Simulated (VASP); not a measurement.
# AlRu (zincblende type) (F-43m) in VASP: notebook, part 2 of 2

VASP 6.6.1. The steps go on from the part before.

## (4) Relaxation of cell and atoms, PBE, target pressure 12 GPa, at which the enthalpy is minimised

This run uses another cell than the first one, of 16.87 Å³/atom, 0.906 times its volume.

Input file INCAR:

```
SYSTEM = AlRu
ALGO = Normal
EDIFF = 1E-7
EDIFFG = -0.005
ENCUT = 600
GGA = PE
IBRION = 2
ISIF = 3
ISMEAR = -1
LASPH = .True.
LCHARG = .False.
LREAL = .False.
LWAVE = .False.
NELM = 80
NSW = 60
PREC = Accurate
PSTRESS = 120.0
SIGMA = 0.1
```

Input file KPOINTS:

```
k-points
0
Gamma
  12 12 12
  0 0 0
```

Input file POSCAR:

```
AlRu
1.0
    0.0000000000      2.5645476505      2.5645476505
    2.5645476505      0.0000000000      2.5645476505
    2.5645476505      2.5645476505      0.0000000000
Ru Al
1 1
Direct
    0.0000000000      0.0000000000      0.0000000000
    0.2500000000      0.2500000000      0.2500000000
```

Potentials or basis: VASP PAW PBE potentials, release 64 (Ru_pv, Al).

Command:

```bash
cat potpaw_PBE.64/Ru_pv/POTCAR potpaw_PBE.64/Al/POTCAR > POTCAR
mpirun -np 1 vasp_std > vasp.out
```

OUTCAR:

```text
SYSTEM = AlRu
   EDIFF = 1E-7
   EDIFFG = -0.005
   ENCUT = 600
   GGA = PE
   IBRION = 2
   ISIF = 3
   ISMEAR = -1
   LASPH = .True.
   LREAL = .False.
   NELM = 80
   NSW = 60
   PREC = Accurate
   PSTRESS = 120.0

 ion  position               nearest neighbor table
   1  0.000  0.000  0.000-   2 2.22   2 2.22   2 2.22   2 2.22
   2  0.250  0.250  0.250-   1 2.22   1 2.22   1 2.22   1 2.22

  LATTYP: Found a face centered cubic cell.
 ALAT       =     5.1290953010

  Lattice vectors:

 A1 = (   0.0000000000,   2.5645476505,   2.5645476505)
 A2 = (   2.5645476505,   0.0000000000,   2.5645476505)
 A3 = (   2.5645476505,   2.5645476505,   0.0000000000)

Analysis of symmetry for initial positions (statically):
=====================================================================
 Subroutine PRICEL returns:
 Original cell was already a primitive cell.

 Routine SETGRP: Setting up the symmetry group for a
 face centered cubic supercell.

 Subroutine GETGRP returns: Found 24 space group operations
 (whereof 24 operations were pure point group operations)
 out of a pool of 48 trial point group operations.

The static configuration has the point symmetry T_d .

Analysis of symmetry for dynamics (positions and initial velocities):
=====================================================================
 Subroutine PRICEL returns:
 Original cell was already a primitive cell.

 Routine SETGRP: Setting up the symmetry group for a
 face centered cubic supercell.

 Subroutine GETGRP returns: Found 24 space group operations
 (whereof 24 operations were pure point group operations)
 out of a pool of 48 trial point group operations.

The dynamic configuration has the point symmetry T_d .

 Subroutine INISYM returns: Found 24 space group operations
 (whereof 24 operations are pure point group operations),
[... 124 lines left out ...]
   IVDW    =     0    specifies the selected vdW correction
   LEPSILON=     F    determine dielectric tensor
   LRPA    =     F    only Hartree local field effects (RPA)
 conjugate gradient relaxation of ions
 non-spin polarized calculation
  energy-cutoff  :      600.00
  volume of cell :       33.73
 maximum number of plane-waves:      1158
 NGX is ok and might be reduce to    30
   NGX = 15   NGY = 15   NGZ = 15

--------------------------------------- Ionic step        1  -------------------------------------------

 number of electron      17.0000002 magnetization

 Free energy of the ion-electron system (eV)
  ---------------------------------------------------
  ext. energy  EPLUGINS =         0.00000000
  ---------------------------------------------------
  free energy    TOTEN  =       -10.26648818 eV

  energy without entropy =      -10.18807269  energy(sigma->0) =      -10.22728044

------------------------ aborting loop because EDIFF is reached ----------------------------------------

  FORCE on cell =-STRESS in cart. coord.  units (eV):
  Direction    XX          YY          ZZ          XY          YZ          ZX
  --------------------------------------------------------------------------------------
  -------------------------------------------------------------------------------------
  Total        5.6336811      5.6336811      5.6336811      0.0000000      0.0000000      0.0000000
  in kB      267.5719166    267.5719166    267.5719166      0.0000000      0.0000000      0.0000000
  external PRESSURE =     147.5719166 kB  Pullay stress =     120.0000000 kB
[... 101 lines left out ...]
--------------------------------------- Ionic step        4  -------------------------------------------

 number of electron      16.9999999 magnetization

 Free energy of the ion-electron system (eV)
  ---------------------------------------------------
  ext. energy  EPLUGINS =         0.00000000
  ---------------------------------------------------
  free energy    TOTEN  =       -10.68223799 eV

  energy without entropy =      -10.58436764  energy(sigma->0) =      -10.63330282

 E-fermi :   6.0636     XC(G=0): -10.6143

 val. band max:        6.0616367544   @ k =   0.5000   0.3333   0.0833
 cond. band min:       6.0646434322   @ k =  -0.2500   0.2500   0.0833
 fundamental gap:      0.0030066778
 Fermi energy:         6.0636155992

 k-point     1 :       0.0000    0.0000    0.0000
  band No.  band energies     occupation
      1     -35.1408      2.00000
      2     -35.1408      2.00000
      3     -35.1408      2.00000
      4      -1.0826      2.00000
      5       4.0459      2.00000
      6       4.0459      2.00000
      7       4.0459      2.00000
      8       5.4569      1.99537
      9       5.4569      1.99537
     10      15.0614      0.00000
     11      15.0614      0.00000
     12      15.0614      0.00000
[... 331 lines left out ...]
 k-point    24 :      -0.4167    0.1667    0.0000
  band No.  band energies     occupation
      1     -35.1686      2.00000
      2     -35.1508      2.00000
      3     -35.1465      2.00000
      4       1.5517      2.00000
      5       3.8070      2.00000
      6       4.1603      2.00000
      7       4.5449      2.00000
      8       5.7103      1.94321
      9       6.1484      0.59965
     10       7.0327      0.00012
     11      11.1393      0.00000
     12      12.4149      0.00000

 [... further k-points ...]
[... 5 lines left out ...]
  --------------------------------------------------------------------------------------
  -------------------------------------------------------------------------------------
  Total        2.7854897      2.7854897      2.7854897     -0.0000000     -0.0000000      0.0000000
  in kB      119.7198808    119.7198808    119.7198808     -0.0000000     -0.0000000      0.0000000
  external PRESSURE =      -0.2801192 kB  Pullay stress =     120.0000000 kB
[... 21 lines left out ...]
  energy  without entropy=      -10.5843676431  energy(sigma->0) =      -10.63330282

  enthalpy is  TOTEN    =        -7.8902307966 eV   P V=        2.7920071915

 reached required accuracy - stopping structural energy minimisation
```

OSZICAR:

```text
N       E                     dE             d eps       ncg     rms          rms(c)
DAV:   1     0.127044666443E+03    0.12704E+03   -0.10024E+04  1736   0.144E+03
[... 39 lines left out ...]
DAV:   1    -0.106839819787E+02    0.37865E-02   -0.22670E-02  1736   0.206E+00    0.361E-01
DAV:   2    -0.106827980666E+02    0.11839E-02   -0.14504E-02  1732   0.132E+00    0.223E-01
DAV:   3    -0.106822318859E+02    0.56618E-03   -0.18137E-03  1736   0.464E-01    0.346E-02
DAV:   4    -0.106822367388E+02   -0.48529E-05   -0.72486E-05  1836   0.558E-02    0.775E-03
DAV:   5    -0.106822372098E+02   -0.47102E-06   -0.23795E-06  1916   0.156E-02    0.584E-03
DAV:   6    -0.106822379684E+02   -0.75856E-06   -0.46112E-07  1884   0.597E-03    0.537E-04
DAV:   7    -0.106822379881E+02   -0.19650E-07   -0.10789E-08   892   0.904E-04
   4 F= -.78902308E+01 E0= -.78412956E+01  d E =-.150322E+00
```

CONTCAR:

```text
AlRu
   1.00000000000000
     0.0000000000000000    2.6513798888039202    2.6513798888039202
     2.6513798888039202    0.0000000000000000    2.6513798888039202
     2.6513798888039202    2.6513798888039202    0.0000000000000000
  Ru              Al
     1     1
Direct
     0.0000000000000000    0.0000000000000000    0.0000000000000000
     0.2500000000000000    0.2500000000000000    0.2500000000000000

  0.00000000E+00  0.00000000E+00  0.00000000E+00
  0.00000000E+00  0.00000000E+00  0.00000000E+00
```

Run time: 2 min. Hardware: 1 thread of Intel Xeon 6975P-C, shared host; peak memory 0.2 GiB.

What came out:

| Property | Result |
| --- | --- |
| Free energy | -10.6822 eV |
| Relaxed volume | 18.64 Å³/atom |
| Relaxed cell | a = 3.750 Å, b = 3.750 Å, c = 3.750 Å, α = 60.00°, β = 60.00°, γ = 60.00° |
| Space group after relaxing (to 0.05 Å) | F-43m (No. 216) |
| Energy change on relaxing (the enthalpy is what falls) | -207.9 meV/atom |
| Ionic steps | 4 |
| Pressure after relaxing | 12.0 GPa |

Step by step:
```tsv
step	energy change (eV)	largest force (eV/Å)	pressure (GPa)	volume (Å³)
1	0.0000	0.0000	26.76	33.73
2	-0.5785	0.0000	0.42	41.90
3	-0.4213	0.0000	11.73	37.35
4	-0.4157	0.0000	11.97	37.28
```

Final structure:
```
Ru Al
1.0
     0.00000    2.65138    2.65138
     2.65138    0.00000    2.65138
     2.65138    2.65138    0.00000
Ru Al
1 1
Cartesian
  0.0000 0.0000 0.0000
  1.3257 1.3257 1.3257
```

Caveat: the cell is relaxed towards a set pressure, so the enthalpy falls and the energy may rise.

## (5) Relaxation of cell and atoms, PBE, target pressure 12 GPa, at which the enthalpy is minimised

Input file INCAR:

```
SYSTEM = AlRu
PREC = Accurate ; ENCUT = 600
EDIFF = 1E-6 ; ISMEAR = -1
SIGMA = 0.1 ; LREAL = .False.
LASPH = .True. ; NELM = 80
ALGO = Normal ; ISIF = 3
LWAVE = .False. ; LCHARG = .False.
GGA = PE ; IBRION = 2
NSW = 32 ; EDIFFG = -0.005
PSTRESS = 120.0
```

Input file KPOINTS:

```
regular mesh
0
Gamma
  12 12 12
  0 0 0
```

Input file POSCAR:

```
AlRu
1.0
    0.0000000000      2.6506391232      2.6506391232
    2.6506391232      0.0000000000      2.6506391232
    2.6506391232      2.6506391232      0.0000000000
Ru Al
1 1
Direct
    0.0000000000      0.0000000000      0.0000000000
    0.2500000000      0.2500000000      0.2500000000
```

Command:

```bash
cat potpaw_PBE.64/Ru_pv/POTCAR potpaw_PBE.64/Al/POTCAR > POTCAR
mpirun -np 1 vasp_std > vasp.out
```

Wall time 86 s (1 thread of Intel Xeon 6975P-C, shared host); peak memory 0.2 GiB.

It converged, with:

| Property | Result |
| --- | --- |
| Free energy | -10.6832 eV |
| Relaxed volume | 18.63 Å³/atom |
| Relaxed cell | a = 3.749 Å, b = 3.749 Å, c = 3.749 Å, α = 60.00°, β = 60.00°, γ = 60.00° |
| Space group after relaxing (to 0.05 Å) | F-43m (No. 216) |
| Energy change on relaxing (the enthalpy is what falls) | -0.8 meV/atom |
| Ionic steps | 3 |
| Pressure after relaxing | 12.0 GPa |

Step by step:
| step | energy change (eV) | largest force (eV/Å) | pressure (GPa) | volume (Å³) |
| --- | --- | --- | --- | --- |
| 1 | 0.0000 | 0.0000 | 12.08 | 37.25 |
| 2 | -0.0035 | 0.0000 | 11.91 | 37.29 |
| 3 | -0.0016 | 0.0000 | 12.02 | 37.27 |

Final structure:
```
Ru Al
1.0
     0.00000    2.65115    2.65115
     2.65115    0.00000    2.65115
     2.65115    2.65115    0.00000
Ru Al
1 1
Direct
  0.00000 0.00000 0.00000
  0.25000 0.25000 0.25000
```

Levels at points of the mesh, in eV from the Fermi level:
| k point | band 5 | band 6 | band 7 | band 8 | band 9 | band 10 | band 11 | band 12 |
| --- | --- | --- | --- | --- | --- | --- | --- | --- |
| (0.00, 0.00, 0.00) | -2.02 | -2.02 | -2.02 | -0.61 | -0.61 | 9.00 | 9.00 | 9.00 |
| (0.50, 0.00, 0.00) | -2.13 | -1.79 | -1.79 | -0.21 | -0.21 | 0.81 | 6.83 | 6.83 |
| (0.50, 0.50, 0.00) | -3.36 | -0.68 | -0.44 | -0.44 | 0.10 | 1.68 | 3.30 | 3.30 |

Caveat: the cell is relaxed towards a set pressure, so the enthalpy falls and the energy may rise.

## (6) Overview

| task | cell | cutoff (eV) | gap on the mesh (eV) | pressure (GPa) |
| --- | --- | --- | --- | --- |
| single point | a = 3.749 Å, angles 60.0°, 2 atoms | 520 | none | 12.1 |
| single point | a = 3.748 Å, angles 60.0°, 2 atoms | 520 | none | 12.2 |
| relaxation of cell and atoms | relaxed to 12 GPa from a = 3.627 Å, angles 60.0°, 2 atoms | 600 | none | 12.0 |
| relaxation of cell and atoms | relaxed to 12 GPa from a = 3.749 Å, angles 60.0°, 2 atoms | 600 | none | 12.0 |

Alike in all rows: level PBE; potentials or basis VASP PAW PBE potentials, release 64 (Ru_pv, Al); no spin polarisation; k mesh 12 × 12 × 12; smearing fermi-dirac 0.1 eV.

Caveats: the cell is relaxed towards a set pressure, so the enthalpy falls and the energy may rise (some runs).

Absolute energies hang on the potentials; compare differences alone.
